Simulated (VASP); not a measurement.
# Al7Si (Fm-3m) in VASP: further runs

Al7Si is run at these levels: PBE; tasks: single point.

All numbers are computed with VASP 6.6.1; they aren't measurements. Logs are shortened: lines on timing, memory, paths and dates and some standing lists are left out, and cuts for length are marked.

## Step 1: The cell of the first run

It takes space group Fm-3m (No. 225, cubic). Conventional cell: a = 7.873 Å, b = 7.873 Å, c = 7.873 Å, α = 90.00°, β = 90.00°, γ = 90.00°. Al (site symmetry mmm) has 10 Al at 2.78 Å and 2 Si at 2.78 Å within 3.7 Å. Al (site symmetry m-3m) has 12 Al at 2.78 Å within 3.7 Å. Si (site symmetry m-3m) has 12 Al at 2.78 Å within 3.7 Å.

## Step 2: Single point, PBE (15.25 Å³/atom)

File INCAR:

```
  ALGO = Fast
  EDIFF = 1E-7
  ENCUT = 520
  GGA = PE
  ISIF = 2
  ISMEAR = 0
  LASPH = T
  LCHARG = F
  LREAL = F
  LWAVE = F
  NBANDS = 22
  NELM = 80
  PREC = Accurate
  SIGMA = 0.1
```

File KPOINTS:

```
k-points
0
Gamma
  8 8 8
```

File POSCAR:

```
Al7Si
1.0
    0.0000000000      3.9365792996      3.9365792996
    3.9365792996      0.0000000000      3.9365792996
    3.9365792996      3.9365792996      0.0000000000
Al Si
7 1
Direct
    0.0000000000      0.0000000000      0.5000000000
    0.0000000000      0.5000000000      0.0000000000
    0.0000000000      0.5000000000      0.5000000000
    0.5000000000      0.0000000000      0.0000000000
    0.5000000000      0.0000000000      0.5000000000
    0.5000000000      0.5000000000      0.0000000000
    0.5000000000      0.5000000000      0.5000000000
    0.0000000000      0.0000000000      0.0000000000
```

Potentials or basis: VASP PAW PBE potentials, release 64 (Al, Si).

Launch:

```sh
$ cat potpaw_PBE.64/Al/POTCAR potpaw_PBE.64/Si/POTCAR > POTCAR
$ mpirun -np 1 vasp_std > vasp.out
```

OUTCAR:

```text
EDIFF = 1E-7
   ENCUT = 520
   GGA = PE
   ISIF = 2
   ISMEAR = 0
   LASPH = T
   LREAL = F
   NELM = 80
   PREC = Accurate

 ion  position               nearest neighbor table
   1  0.000  0.000  0.500-   3 2.78   5 2.78   8 2.78   2 2.78   4 2.78   8 2.78   2 2.78   3 2.78
                             7 2.78   4 2.78   5 2.78   7 2.78
   2  0.000  0.500  0.000-   3 2.78   6 2.78   8 2.78   1 2.78   3 2.78   7 2.78   1 2.78   4 2.78
                             8 2.78   4 2.78   6 2.78   7 2.78
   3  0.000  0.500  0.500-   1 2.78   2 2.78   7 2.78   2 2.78   6 2.78   8 2.78   1 2.78   5 2.78
                             8 2.78   5 2.78   6 2.78   7 2.78
   4  0.500  0.000  0.000-   5 2.78   6 2.78   8 2.78   1 2.78   5 2.78   7 2.78   2 2.78   6 2.78
                             7 2.78   1 2.78   2 2.78   8 2.78
   5  0.500  0.000  0.500-   1 2.78   4 2.78   7 2.78   4 2.78   6 2.78   8 2.78   3 2.78   6 2.78
                             7 2.78   1 2.78   3 2.78   8 2.78
   6  0.500  0.500  0.000-   2 2.78   4 2.78   7 2.78   3 2.78   5 2.78   7 2.78   4 2.78   5 2.78
                             8 2.78   2 2.78   3 2.78   8 2.78
   7  0.500  0.500  0.500-   3 2.78   5 2.78   6 2.78   2 2.78   4 2.78   6 2.78   1 2.78   4 2.78
                             5 2.78   1 2.78   2 2.78   3 2.78
   8  0.000  0.000  0.000-   1 2.78   2 2.78   4 2.78   1 2.78   3 2.78   5 2.78   2 2.78   3 2.78
                             6 2.78   4 2.78   5 2.78   6 2.78

  LATTYP: Found a face centered cubic cell.
 ALAT       =     7.8731585992

  Lattice vectors:

 A1 = (   0.0000000000,   3.9365792996,   3.9365792996)
 A2 = (   3.9365792996,   0.0000000000,   3.9365792996)
 A3 = (   3.9365792996,   3.9365792996,   0.0000000000)

Analysis of symmetry for initial positions (statically):
=====================================================================
 Subroutine PRICEL returns:
 Original cell was already a primitive cell.

 Routine SETGRP: Setting up the symmetry group for a
 face centered cubic supercell.

 Subroutine GETGRP returns: Found 48 space group operations
 (whereof 48 operations were pure point group operations)
 out of a pool of 48 trial point group operations.

The static configuration has the point symmetry O_h .

Analysis of symmetry for dynamics (positions and initial velocities):
=====================================================================
 Subroutine PRICEL returns:
 Original cell was already a primitive cell.

 Routine SETGRP: Setting up the symmetry group for a
 face centered cubic supercell.

 Subroutine GETGRP returns: Found 48 space group operations
 (whereof 48 operations were pure point group operations)
 out of a pool of 48 trial point group operations.

The dynamic configuration has the point symmetry O_h .

 Subroutine INISYM returns: Found 48 space group operations
 (whereof 48 operations are pure point group operations),
 and found     1 'primitive' translations

----------------------------------------------------------------------------------------

                                     Primitive cell

  volume of cell :     122.0076

  direct lattice vectors                    reciprocal lattice vectors
     0.000000000  3.936579300  3.936579300    -0.127013826  0.127013826  0.127013826
     3.936579300  0.000000000  3.936579300     0.127013826 -0.127013826  0.127013826
     3.936579300  3.936579300  0.000000000     0.127013826  0.127013826 -0.127013826

  length of vectors
     5.567163835  5.567163835  5.567163835     0.219994401  0.219994401  0.219994401

  position of ions in fractional coordinates (direct lattice)
     0.000000000  0.000000000  0.500000000
     0.000000000  0.500000000  0.000000000
     0.000000000  0.500000000  0.500000000
     0.500000000  0.000000000  0.000000000
     0.500000000  0.000000000  0.500000000
     0.500000000  0.500000000  0.000000000
     0.500000000  0.500000000  0.500000000
     0.000000000  0.000000000  0.000000000

  ion indices of the primitive-cell ions
   primitive index   ion index
                 1           1
                 2           2
                 3           3
                 4           4
                 5           5
                 6           6
                 7           7
                 8           8

----------------------------------------------------------------------------------------

 KPOINTS: k-points

Automatic generation of k-mesh.
 Grid dimensions read from file:
 generate k-points for:    8    8    8

 Generating k-lattice:

  Cartesian coordinates                     Fractional coordinates (reciprocal lattice)
    -0.015876728  0.015876728  0.015876728     0.125000000  0.000000000  0.000000000
     0.015876728 -0.015876728  0.015876728     0.000000000  0.125000000  0.000000000
     0.015876728  0.015876728 -0.015876728     0.000000000  0.000000000  0.125000000

  Length of vectors
     0.027499300  0.027499300  0.027499300

  Shift w.r.t. Gamma in fractional coordinates (k-lattice)
     0.000000000  0.000000000  0.000000000

 Subroutine IBZKPT returns following result:
 ===========================================

 Found     29 irreducible k-points:

 Following reciprocal coordinates:
            Coordinates               Weight
  0.000000  0.000000  0.000000      1.000000
  0.125000  0.000000  0.000000      8.000000
  0.250000  0.000000  0.000000      8.000000
  0.375000  0.000000  0.000000      8.000000
  0.500000  0.000000  0.000000      4.000000
  0.125000  0.125000  0.000000      6.000000
[... 16 lines left out ...]
  0.500000  0.250000  0.125000     48.000000
 -0.375000  0.250000  0.125000     24.000000
 [... further k-points ...]
   k-points           NKPTS =     29   k-points in BZ     NKDIM =     29   number of bands    NBANDS=     22
   number of dos      NEDOS =    301   number of ions     NIONS =      8
   total plane-waves  NPLWV =  74088
   dimension x,y,z NGX =    42 NGY =   42 NGZ =   42
   dimension x,y,z NGXF=    84 NGYF=   84 NGZF=   84
   ions per type =               7   1
   NGX,Y,Z   is equivalent  to a cutoff of  12.54, 12.54, 12.54 a.u.
   NGXF,Y,Z  is equivalent  to a cutoff of  25.08, 25.08, 25.08 a.u.
 SYSTEM =  unknown system
   PREC   = accura    normal or accurate (medium, high low for compatibility)
   ISTART =      0    job   : 0-new  1-cont  2-samecut
   ICHARG =      2    charge: 1-file 2-atom 10-const
   ISPIN  =      1    spin polarized calculation?
   LNONCOLLINEAR =      F non collinear calculations
   LSORBIT =      F    spin-orbit coupling
   LASPH  =      T    aspherical Exc in radial PAW
   ENCUT  =  520.0 eV  38.22 Ry    6.18 a.u.  10.35 10.35 10.35*2*pi/ulx,y,z
   NELM   =     80;   NELMIN=  2; NELMDL= -5     # of ELM steps
   EDIFF  = 0.1E-06   stopping-criterion for ELM
   LREAL  =      F    real-space projection
   EDIFFG = 0.1E-05   stopping-criterion for IOM
   NSW    =      0    number of steps for IOM
   IBRION =     -1    ionic relax: 0-MD 1-quasi-New 2-CG
   NFREE  =      0    steps in history (QN), initial steepest desc. (CG)
   ISIF   =      2    stress and relaxation
   ISYM   =      2    0-nonsym 1-usesym 2-fastsym
   POTIM  = 0.5000    time-step for ionic-motion
   TEBEG  =    0.0;   TEEND  =   0.0 temperature during run
   PSTRESS=    0.0 pullay stress
   NELECT =      25.0000    total number of electrons
   NUPDOWN=      -1.0000    fix difference up-down
   EMIN   =  10.00;   EMAX   =-10.00  energy-range for DOS
   EFERMI =   0.00;   METHOD = LEGACY
   ISMEAR =     0;   SIGMA  =   0.10  broadening in eV -4-tet -1-fermi 0-gaus
   EFERMI_NEDOS =   21; number of points for ismear=-14 and -15
   IALGO  =     68    algorithm
   IMIX   =      4    mixing-type and parameters
     AMIX     =   0.40;   BMIX     =  1.00
     AMIX_MAG =   1.60;   BMIX_MAG =  1.00
  volume/ion in A,a.u.               =      15.25       102.92
  Fermi-wavevector in a.u.,A,eV,Ry     =   0.965145  1.823859 12.673889  0.931505
  Thomas-Fermi vector in A             =   2.094837
   LORBIT       =      0    0 simple, 1 ext, 2 COOP (PROOUT), +10 PAW based schemes
   GGA     = PE    functional components
   LHFCALC =     F    Hartree Fock is set to
   AEXX    =    0.0000 exact exchange contribution
   IVDW    =     0    specifies the selected vdW correction
   LEPSILON=     F    determine dielectric tensor
   LRPA    =     F    only Hartree local field effects (RPA)
 non-spin polarized calculation
 RMM-DIIS sequential band-by-band and
 Gauss-broadening in eV      SIGMA  =   0.10
  energy-cutoff  :      520.00
  volume of cell :      122.01
 maximum number of plane-waves:      3327
 NGX is ok and might be reduce to    42
   NGX = 21   NGY = 21   NGZ = 21

 number of electron      24.9999999 magnetization

 Free energy of the ion-electron system (eV)
  ---------------------------------------------------
  ext. energy  EPLUGINS =         0.00000000
  ---------------------------------------------------
  free energy    TOTEN  =       -31.08919459 eV

  energy without entropy =      -31.07121144  energy(sigma->0) =      -31.08020302

 E-fermi :   9.0091     XC(G=0): -10.5449

 val. band max:        8.9950804829   @ k =   0.5000   0.5000   0.0000
 cond. band min:       9.0098408470   @ k =   0.5000   0.3750   0.0000
 fundamental gap:      0.0147603641
 Fermi energy:         9.0091048463

 k-point     1 :       0.0000    0.0000    0.0000
  band No.  band energies     occupation
      1      -3.1721      2.00000
      2       2.6461      2.00000
      3       3.6288      2.00000
      4       3.6288      2.00000
      5       3.6288      2.00000
      6       4.0319      2.00000
[... 14 lines left out ...]
     21      14.0948      0.00000
     22      14.9117      0.00000

 k-point     2 :       0.1250    0.0000    0.0000
  band No.  band energies     occupation
      1      -3.0641      2.00000
      2       1.9512      2.00000
      3       3.1193      2.00000
      4       3.4337      2.00000
      5       3.4337      2.00000
      6       4.2224      2.00000
[... 14 lines left out ...]
     21      15.0056      0.00000
     22      15.2385      0.00000
[... 523 lines left out ...]
     21      13.6568      0.00000
     22      13.9724      0.00000

 k-point    24 :      -0.3750    0.2500    0.1250
  band No.  band energies     occupation
      1      -1.4924      2.00000
      2      -0.7650      2.00000
      3       1.0730      2.00000
      4       1.5536      2.00000
      5       3.5435      2.00000
      6       3.6228      2.00000
[... 14 lines left out ...]
     21      13.0017      0.00000
     22      13.3374      0.00000

 [... further k-points ...]
[... 5 lines left out ...]
  --------------------------------------------------------------------------------------
  -------------------------------------------------------------------------------------
  Total        4.0613222      4.0613222      4.0613222      0.0000000     -0.0000000     -0.0000000
  in kB       53.3323865     53.3323865     53.3323865      0.0000000     -0.0000000     -0.0000000
  external PRESSURE =      53.3323865 kB  Pullay stress =       0.0000000 kB

 VOLUME and BASIS-vectors are now :
 -----------------------------------------------------------------------------
  energy-cutoff  :      520.00
  volume of cell :      122.01
      direct lattice vectors                 reciprocal lattice vectors
     0.000000000  3.936579300  3.936579300    -0.127013826  0.127013826  0.127013826
     3.936579300  0.000000000  3.936579300     0.127013826 -0.127013826  0.127013826
     3.936579300  3.936579300  0.000000000     0.127013826  0.127013826 -0.127013826

 POSITION                                       TOTAL-FORCE (eV/Angst)
 -----------------------------------------------------------------------------------
      1.96829      1.96829      0.00000         0.000000     -0.000000      0.000000
      1.96829      0.00000      1.96829        -0.000000      0.000000      0.000000
      3.93658      1.96829      1.96829        -0.000000      0.000000     -0.000000
      0.00000      1.96829      1.96829        -0.000000      0.000000      0.000000
      1.96829      3.93658      1.96829        -0.000000      0.000000      0.000000
      1.96829      1.96829      3.93658         0.000000     -0.000000     -0.000000
      3.93658      3.93658      3.93658         0.000000     -0.000000      0.000000
      0.00000      0.00000      0.00000        -0.000000      0.000000      0.000000
 -----------------------------------------------------------------------------------
    total drift:                                0.000000      0.000000     -0.000000

  FREE ENERGIE OF THE ION-ELECTRON SYSTEM (eV)
  ---------------------------------------------------
  free  energy   TOTEN  =       -31.0891945926 eV

  energy  without entropy=      -31.0712114383  energy(sigma->0) =      -31.08020302
```

Run time: 1.9 min. Hardware: 1 thread of Intel Xeon 8259CL, shared host; peak memory 0.27 GiB.

Results:

| Quantity | Value |
| --- | --- |
| Free energy | -31.0892 eV |
| Pressure | 5.3 GPa |
| Band gap on the k mesh | zero (an odd number of electrons rules out a gap without spin polarisation) |

Caveat: the cell stands under pressure.

## Step 3: Single point, PBE (15.74 Å³/atom)

This run uses another cell than the first one, of 15.74 Å³/atom.

File INCAR:

```
SYSTEM = Al7Si
ALGO = Normal
EDIFF = 1E-6
ENCUT = 520
GGA = PE
ISIF = 2
ISMEAR = 0
LASPH = .True.
LCHARG = .True.
LELF = .True.
LREAL = .False.
LVHAR = .True.
LWAVE = .False.
NBANDS = 22
NELM = 80
PREC = Accurate
SIGMA = 0.1
```

File KPOINTS:

```
k-points
0
Gamma
  8 8 8
  0 0 0
```

Edit POSCAR of step 2 so:

```diff
@@ -2,5 +2,5 @@
 1.0
-    0.0000000000      3.9365792996      3.9365792996
-    3.9365792996      0.0000000000      3.9365792996
-    3.9365792996      3.9365792996      0.0000000000
+    0.0000000000      3.9780200217      3.9780200217
+    3.9780200217      0.0000000000      3.9780200217
+    3.9780200217      3.9780200217      0.0000000000
 Al Si
```

Potentials or basis: VASP PAW PBE potentials, release 64 (Al, Si).

Launch:

```sh
$ cat potpaw_PBE.64/Al/POTCAR potpaw_PBE.64/Si/POTCAR > POTCAR
$ mpirun -np 1 vasp_std > vasp.out
```

It took 81 s on 1 thread of Intel Xeon 8259CL, shared host; peak memory 0.28 GiB.

Results (log left out):

- Free energy: -31.1827 eV
- Pressure: 2.4 GPa
- Band gap on the k mesh: zero (an odd number of electrons rules out a gap without spin polarisation)

Levels at points of the mesh, in eV from the Fermi level:
```csv
k point,band 10,band 11,band 12,band 13,band 14,band 15,band 16,band 17
"(0.00, 0.00, 0.00)",-3.35,-3.35,-3.35,-2.26,-1.71,-1.71,4.85,4.85
"(0.50, 0.00, 0.00)",-1.50,-1.08,-1.08,-0.89,-0.89,2.74,2.84,3.46
"(0.50, 0.50, 0.00)",-0.99,-0.62,-0.15,-0.03,0.56,1.12,1.12,1.17
```

(Continued in part 2 of 2.)
